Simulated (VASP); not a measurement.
Runs of VASP 6.6.1 on Rh. The structure is that of space group Cmcm (No. 63), or close to it. The cells are those of the table. 

| cell | k mesh | gap on the mesh (eV) | pressure (GPa) | largest force (eV/Å) |
| --- | --- | --- | --- | --- |
| a = 4.314, b = 4.314, c = 2.730 Å, angles 90.0, 90.0, 143.4°, 2 atoms | 14 × 14 × 13 | none | -0.1 | 0.03 |
| a = 4.314, b = 4.314, c = 2.730 Å, angles 90.0, 90.0, 143.4°, 2 atoms | 14 × 14 × 9 | none | (a) | - |
| a = 4.255, b = 4.255, c = 2.693 Å, angles 90.0, 90.0, 143.4°, 2 atoms | 14 × 14 × 13 | none | 9.5 | (b) |
| a = 4.480, b = 4.480, c = 2.835 Å, angles 90.0, 90.0, 143.4°, 2 atoms | 14 × 14 × 13 | none | -17.8 | 0.14 |

Alike in all rows: task single point; level RPBE; potentials or basis VASP PAW PBE potentials, release 64 (Rh_pv); no spin polarisation; cutoff (eV) 520; smearing fermi-dirac 0.1 eV.

Q: Fill in the values left out.

A: (a) 0.1; (b) 0.11.

Caveats: the PAW data sets were made with another functional, which shifts forces and pressure a little.

A k mesh can miss the band edges, and the runs leave out spin-orbit coupling on Rh.

A gap of «none» marks levels without a gap at the run's occupations.
